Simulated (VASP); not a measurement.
# CuO (Fm-3m) in VASP: notebook, part 3 of 3

VASP 6.6.1. Earlier steps stand in the parts before.

**4. Single point, RPBE, collinear spin, ferromagnetic start**

The input, INCAR:

```
PREC     = Accurate       # precision mode
ENCUT    = 520            # plane-wave cutoff, eV
EDIFF    = 1E-7           # SCF threshold, eV
ISMEAR   = 0              # smearing method
SIGMA    = 0.1            # smearing width, eV
LREAL    = F              # projectors in reciprocal space
LASPH    = T              # aspherical terms in the spheres
NELM     = 150            # most SCF steps
ALGO     = Normal         # electronic algorithm
ISIF     = 2              # what is computed and relaxed
LWAVE    = F              # write WAVECAR
LCHARG   = T              # write CHGCAR
ISPIN    = 2              # spin polarisation
MAGMOM   = 0.46 0.25      # initial moments
LORBIT   = 11             # projections on sites
LMAXMIX  = 4              # l up to which the mixer works
GGA      = RP             # functional
LELF     = T              # ELF
LVHAR    = T            
NELECT   = 18.0         
NBANDS   = 20             # bands
```

The input, KPOINTS:

```
Automatic mesh
0
Gamma
  6 6 6
```

The input, POSCAR:

```
CuO
1.0
    0.0000000000      2.1165600000      2.1165600000
    2.1165600000      0.0000000000      2.1165600000
    2.1165600000      2.1165600000      0.0000000000
Cu O
1 1
Direct
    0.0000000000      0.0000000000      0.0000000000
    0.5000000000      0.5000000000      0.5000000000
```

Potentials or basis: VASP PAW PBE potentials, release 64 (Cu, O).

Run with:

```bash
> cat potpaw_PBE.64/Cu/POTCAR potpaw_PBE.64/O/POTCAR > POTCAR
> mpirun -np 1 vasp_std > vasp.out
```

OUTCAR:

```text
PREC = Accurate
   ENCUT = 520
   EDIFF = 1E-7
   ISMEAR = 0
   LREAL = F
   LASPH = T
   NELM = 150
   ISIF = 2
   ISPIN = 2
   LORBIT = 11
   GGA = RP
   NELECT = 18.0

 ion  position               nearest neighbor table
   1  0.000  0.000  0.000-   2 2.12   2 2.12   2 2.12   2 2.12   2 2.12   2 2.12
   2  0.500  0.500  0.500-   1 2.12   1 2.12   1 2.12   1 2.12   1 2.12   1 2.12

  LATTYP: Found a face centered cubic cell.
 ALAT       =     4.2331200000

  Lattice vectors:

 A1 = (   0.0000000000,   2.1165600000,   2.1165600000)
 A2 = (   2.1165600000,   0.0000000000,   2.1165600000)
 A3 = (   2.1165600000,   2.1165600000,   0.0000000000)

Analysis of symmetry for initial positions (statically):
=====================================================================
 Subroutine PRICEL returns:
 Original cell was already a primitive cell.

 Routine SETGRP: Setting up the symmetry group for a
 face centered cubic supercell.

 Subroutine GETGRP returns: Found 48 space group operations
 (whereof 48 operations were pure point group operations)
 out of a pool of 48 trial point group operations.

The static configuration has the point symmetry O_h .

Analysis of symmetry for dynamics (positions and initial velocities):
=====================================================================
 Subroutine PRICEL returns:
 Original cell was already a primitive cell.

 Routine SETGRP: Setting up the symmetry group for a
 face centered cubic supercell.

 Subroutine GETGRP returns: Found 48 space group operations
 (whereof 48 operations were pure point group operations)
 out of a pool of 48 trial point group operations.

The dynamic configuration has the point symmetry O_h .

Analysis of structural, dynamic, and magnetic symmetry:
=====================================================================
 Subroutine PRICEL returns:
 Original cell was already a primitive cell.

 Routine SETGRP: Setting up the symmetry group for a
 face centered cubic supercell.

 Subroutine GETGRP returns: Found 48 space group operations
 (whereof 48 operations were pure point group operations)
 out of a pool of 48 trial point group operations.

The overall configuration has the point symmetry O_h .

 Subroutine INISYM returns: Found 48 space group operations
 (whereof 48 operations are pure point group operations),
 and found     1 'primitive' translations

----------------------------------------------------------------------------------------

                                     Primitive cell

  volume of cell :      18.9636

  direct lattice vectors                    reciprocal lattice vectors
     0.000000000  2.116560000  2.116560000    -0.236232377  0.236232377  0.236232377
     2.116560000  0.000000000  2.116560000     0.236232377 -0.236232377  0.236232377
     2.116560000  2.116560000  0.000000000     0.236232377  0.236232377 -0.236232377

  length of vectors
     2.993267858  2.993267858  2.993267858     0.409166479  0.409166479  0.409166479

  position of ions in fractional coordinates (direct lattice)
     0.000000000  0.000000000  0.000000000
     0.500000000  0.500000000  0.500000000

  ion indices of the primitive-cell ions
   primitive index   ion index
                 1           1
                 2           2

----------------------------------------------------------------------------------------
[... 59 lines left out ...]
   ENCUT  =  520.0 eV  38.22 Ry    6.18 a.u.   5.57  5.57  5.57*2*pi/ulx,y,z
   NELM   =    150;   NELMIN=  2; NELMDL= -5     # of ELM steps
   EDIFF  = 0.1E-06   stopping-criterion for ELM
   LREAL  =      F    real-space projection
   EDIFFG = 0.1E-05   stopping-criterion for IOM
   NSW    =      0    number of steps for IOM
   IBRION =     -1    ionic relax: 0-MD 1-quasi-New 2-CG
   NFREE  =      0    steps in history (QN), initial steepest desc. (CG)
   ISIF   =      2    stress and relaxation
   ISYM   =      2    0-nonsym 1-usesym 2-fastsym
   POTIM  = 0.5000    time-step for ionic-motion
   TEBEG  =    0.0;   TEEND  =   0.0 temperature during run
   PSTRESS=    0.0 pullay stress
   NELECT =      18.0000    total number of electrons
   NUPDOWN=      -1.0000    fix difference up-down
   EMIN   =  10.00;   EMAX   =-10.00  energy-range for DOS
   EFERMI =   0.00;   METHOD = LEGACY
   ISMEAR =     0;   SIGMA  =   0.10  broadening in eV -4-tet -1-fermi 0-gaus
   EFERMI_NEDOS =   21; number of points for ismear=-14 and -15
   IALGO  =     38    algorithm
   IMIX   =      4    mixing-type and parameters
     AMIX     =   0.40;   BMIX     =  1.00
     AMIX_MAG =   1.60;   BMIX_MAG =  1.00
  volume/ion in A,a.u.               =       9.48        63.99
  Fermi-wavevector in a.u.,A,eV,Ry     =   1.608885  3.040352 35.218843  2.588512
  Thomas-Fermi vector in A             =   2.704683
   LORBIT       =     11    0 simple, 1 ext, 2 COOP (PROOUT), +10 PAW based schemes
   GGA     = RP    functional components
   LHFCALC =     F    Hartree Fock is set to
   AEXX    =    0.0000 exact exchange contribution
   IVDW    =     0    specifies the selected vdW correction
   LEPSILON=     F    determine dielectric tensor
   LRPA    =     F    only Hartree local field effects (RPA)
 spin polarized calculation
 Gauss-broadening in eV      SIGMA  =   0.10
  energy-cutoff  :      520.00
  volume of cell :       18.96
 maximum number of plane-waves:       531
 NGX is ok and might be reduce to    24
   NGX = 11   NGY = 11   NGZ = 11

 number of electron      18.0000008 magnetization       0.0000471

 number of electron      18.0000008 magnetization      -0.0000012

 Free energy of the ion-electron system (eV)
  ---------------------------------------------------
  ext. energy  EPLUGINS =         0.00000000
  ---------------------------------------------------
  free energy    TOTEN  =        -1.15996809 eV

  energy without entropy =       -1.15860479  energy(sigma->0) =       -1.15928644

 E-fermi :   8.7631     XC(G=0): -12.7550

 val. band max:        8.6649486687   @ k =   0.5000   0.0000   0.0000
 cond. band min:       9.3479044616   @ k =   0.1667   0.0000   0.0000
 fundamental gap:      0.6829557929
 Fermi energy:         8.7631043407

 spin component 1

 k-point     1 :       0.0000    0.0000    0.0000
  band No.  band energies     occupation
      1     -13.1655      1.00000
      2       4.3156      1.00000
      3       4.3156      1.00000
      4       4.3156      1.00000
      5       5.5119      1.00000
      6       5.5119      1.00000
[... 344 lines left out ...]
      6       6.4714      1.00000
[... 12 lines left out ...]
     19      40.6691      0.00000
     20      42.0778      0.00000
 Fermi energy:         8.7631043407

 spin component 2

 k-point     1 :       0.0000    0.0000    0.0000
  band No.  band energies     occupation
      1     -13.1655      1.00000
      2       4.3156      1.00000
      3       4.3156      1.00000
      4       4.3156      1.00000
      5       5.5119      1.00000
      6       5.5119      1.00000
[... 357 lines left out ...]
     19      40.6691      0.00000
     20      42.0778      0.00000

------------------------ aborting loop because EDIFF is reached ----------------------------------------

  FORCE on cell =-STRESS in cart. coord.  units (eV):
  Direction    XX          YY          ZZ          XY          YZ          ZX
  --------------------------------------------------------------------------------------
  -------------------------------------------------------------------------------------
  Total       15.5985943     15.5985943     15.5985943     -0.0000000      0.0000000      0.0000000
  in kB     1317.8752315   1317.8752315   1317.8752315     -0.0000000      0.0000000      0.0000000
  external PRESSURE =    1317.8752315 kB  Pullay stress =       0.0000000 kB

 VOLUME and BASIS-vectors are now :
 -----------------------------------------------------------------------------
  energy-cutoff  :      520.00
  volume of cell :       18.96
      direct lattice vectors                 reciprocal lattice vectors
     0.000000000  2.116560000  2.116560000    -0.236232377  0.236232377  0.236232377
     2.116560000  0.000000000  2.116560000     0.236232377 -0.236232377  0.236232377
     2.116560000  2.116560000  0.000000000     0.236232377  0.236232377 -0.236232377

 POSITION                                       TOTAL-FORCE (eV/Angst)
 -----------------------------------------------------------------------------------
      0.00000      0.00000      0.00000        -0.000000     -0.000000     -0.000000
      2.11656      2.11656      2.11656         0.000000      0.000000      0.000000
 -----------------------------------------------------------------------------------
    total drift:                                0.000000     -0.000000     -0.000000

  FREE ENERGIE OF THE ION-ELECTRON SYSTEM (eV)
  ---------------------------------------------------
  free  energy   TOTEN  =        -1.1599680913 eV

  energy  without entropy=       -1.1586047898  energy(sigma->0) =       -1.15928644

 total charge

# of ion       s       p       d       tot
------------------------------------------
    1        0.345   0.361   9.598  10.305
    2        1.591   3.555   0.000   5.146
--------------------------------------------------
tot          1.937   3.915   9.598  15.451

 magnetization (x)

# of ion       s       p       d       tot
------------------------------------------
    1       -0.000  -0.000   0.000   0.000
    2        0.000   0.000   0.000   0.000
--------------------------------------------------
tot         -0.000   0.000   0.000   0.000
```

Wall time 14 s (1 thread of Intel Xeon Platinum 8375C at 2.90GHz (Ice Lake), shared host); peak memory 0.15 GiB.

What came out:

- Free energy: -1.1600 eV
- Net moment: 0.00 μB per cell
- Valence electrons inside the program's atomic spheres: Cu 10.30; O 5.15

Levels at points of the mesh, in eV from the Fermi level:
Spin up:
```csv
k point,band 7,band 8,band 9,band 10,band 11,band 12
"(0.00, 0.00, 0.00)",-3.25,-2.77,-2.77,-1.23,14.55,16.04
"(0.50, 0.00, 0.00)",-2.10,-0.10,-0.10,2.73,7.51,11.04
"(0.50, 0.50, 0.00)",-2.17,-2.17,-1.94,3.18,8.13,9.53
```
Spin down:
```csv
k point,band 5,band 6,band 7,band 8,band 9,band 10,band 11,band 12,band 13,band 14
"(0.00, 0.00, 0.00)",-3.25,-3.25,-3.25,-2.77,-2.77,-1.23,14.55,16.04,16.04,16.04
"(0.50, 0.00, 0.00)",-2.41,-2.41,-2.10,-0.10,-0.10,2.73,7.51,11.04,11.04,17.82
"(0.50, 0.50, 0.00)",-4.30,-2.39,-2.17,-2.17,-1.94,3.18,8.13,9.53,13.75,13.75
```

Caveat: the k points lie up to 0.43 Å⁻¹ apart; the cell carries a net charge on a neutralising background, which shifts energy and pressure; the cell is charged against a uniform background, so pressure and absolute levels hang on convention; the PAW data sets were made with another functional, which shifts forces and pressure a little; semilocal functionals often make such compounds metallic where correlation or magnetic order opens a gap, which also shifts bond lengths.

**5. Single point, PBE, collinear spin, ferromagnetic start**

The input, INCAR:

```
SYSTEM = CuO
PREC = Accurate ; ENCUT = 520
EDIFF = 1E-6 ; ISMEAR = 0
SIGMA = 0.1 ; LREAL = .FALSE.
LASPH = .TRUE. ; NELM = 150
ALGO = Normal ; ISIF = 2
LWAVE = .FALSE. ; LCHARG = .FALSE.
ISPIN = 2 ; MAGMOM = 0.46 0.25
LORBIT = 11 ; LMAXMIX = 4
GGA = PE ; NBANDS = 20
```

The input, KPOINTS:

```
regular mesh
0
G
  6 6 6
  0 0 0
```

POSCAR is that of step 4.

Run with:

```bash
> cat potpaw_PBE.64/Cu/POTCAR potpaw_PBE.64/O/POTCAR > POTCAR
> mpirun -np 1 vasp_std > vasp.out
```

Wall time 11 s (1 thread of Intel Xeon Platinum 8375C at 2.90GHz (Ice Lake), shared host); peak memory 0.15 GiB.

The run converged. Its results:

| Property | Result |
| --- | --- |
| Free energy | -9.5165 eV |
| Pressure | 2.4 GPa |
| Net moment | 0.65 μB per cell |
| Site moments | Cu +0.41; O +0.21 μB |
| Valence electrons inside the program's atomic spheres | Cu 9.78; O 4.93 |

Levels at points of the mesh, in eV from the Fermi level:
Spin up:
```csv
k point,band 7,band 8,band 9,band 10,band 11,band 12
"(0.00, 0.00, 0.00)",-2.51,-2.51,-2.51,1.35,18.18,18.62
"(0.50, 0.00, 0.00)",-1.62,0.39,0.39,5.70,9.49,13.72
"(0.50, 0.50, 0.00)",-1.92,-1.87,-1.87,5.57,10.51,12.02
```
Spin down:
| k point | band 5 | band 6 | band 7 | band 8 | band 9 | band 10 | band 11 | band 12 |
| --- | --- | --- | --- | --- | --- | --- | --- | --- |
| (0.00, 0.00, 0.00) | -2.12 | -2.12 | -2.12 | -1.92 | -1.92 | 1.51 | 18.15 | 18.69 |
| (0.50, 0.00, 0.00) | -1.77 | -1.77 | -1.34 | 1.04 | 1.04 | 5.76 | 9.78 | 13.78 |
| (0.50, 0.50, 0.00) | -3.13 | -1.62 | -1.60 | -1.60 | -1.17 | 5.67 | 10.75 | 12.09 |

Caveat: the k points lie up to 0.43 Å⁻¹ apart; a cell with one magnetic atom can't hold antiferromagnetic order, which such compounds often take; semilocal functionals often make such compounds metallic where correlation or magnetic order opens a gap, which also shifts bond lengths. With open d or f shells a metallic result of PBE can be an artefact of self-interaction; +U or a hybrid may open a gap.

**6. Single point, LDA, collinear spin, ferromagnetic start**

The input, INCAR:

```
SYSTEM = CuO
ALGO     = Normal         ! electronic algorithm
EDIFF    = 1E-6           ! SCF threshold, eV
ENCUT    = 520            ! plane-wave cutoff, eV
ISIF     = 2              ! what is computed and relaxed
ISMEAR   = 0              ! smearing method
ISPIN    = 2              ! spin polarisation
LASPH    = .True.         ! aspherical terms in the spheres
LCHARG   = .False.        ! write CHGCAR
LMAXMIX  = 4              ! l up to which the mixer works
LORBIT   = 11             ! projections on sites
LREAL    = .False.        ! projectors in reciprocal space
LWAVE    = .False.        ! write WAVECAR
MAGMOM   = 0.46 0.25      ! initial moments
NBANDS   = 20             ! bands
NELECT   = 16.0         
NELM     = 150            ! most SCF steps
PREC     = Accurate       ! precision mode
SIGMA    = 0.1            ! smearing width, eV
```

The input, KPOINTS:

```
k-points
0
Gamma
  6 6 6
  0 0 0
```

POSCAR is that of step 5.

Potentials or basis: VASP PAW LDA potentials, release 64 (Cu, O).

Run with:

```bash
> cat potpaw_LDA.64/Cu/POTCAR potpaw_LDA.64/O/POTCAR > POTCAR
> mpirun -np 1 vasp_std > vasp.out
```

Wall time 8.2 s (1 thread of Intel Xeon Platinum 8375C at 2.90GHz (Ice Lake), shared host); peak memory 0.13 GiB.

The run converged. Its results:

- Free energy: -16.2491 eV
- Net moment: 0.00 μB per cell
- Valence electrons inside the program's atomic spheres: Cu 9.33; O 4.64

Levels at points of the mesh, in eV from the Fermi level:
Spin up:
| k point | band 4 | band 5 | band 6 | band 7 | band 8 | band 9 | band 10 | band 11 | band 12 | band 13 |
| --- | --- | --- | --- | --- | --- | --- | --- | --- | --- | --- |
| (0.00, 0.00, 0.00) | -1.84 | -1.84 | -1.84 | -1.03 | -1.03 | -1.03 | 3.60 | 20.90 | 20.90 | 20.90 |
| (0.50, 0.00, 0.00) | -3.88 | -1.37 | -1.37 | -0.84 | 1.33 | 1.33 | 8.19 | 11.11 | 15.95 | 15.95 |
| (0.50, 0.50, 0.00) | -2.16 | -2.16 | -1.60 | -1.19 | -1.19 | -1.17 | 7.66 | 12.41 | 14.35 | 18.02 |
Spin down:
```
           k point  band 6  band 7  band 8  band 9  band 10  band 11
(0.00, 0.00, 0.00)   -1.84   -1.03   -1.03   -1.03     3.60    20.90
(0.50, 0.00, 0.00)   -1.37   -0.84    1.33    1.33     8.19    11.11
(0.50, 0.50, 0.00)   -1.60   -1.19   -1.19   -1.17     7.66    12.41
```

Caveat: the k points lie up to 0.43 Å⁻¹ apart; the cell carries a net charge on a neutralising background, which shifts energy and pressure; the cell is charged against a uniform background, so pressure and absolute levels hang on convention; semilocal functionals often make such compounds metallic where correlation or magnetic order opens a gap, which also shifts bond lengths.
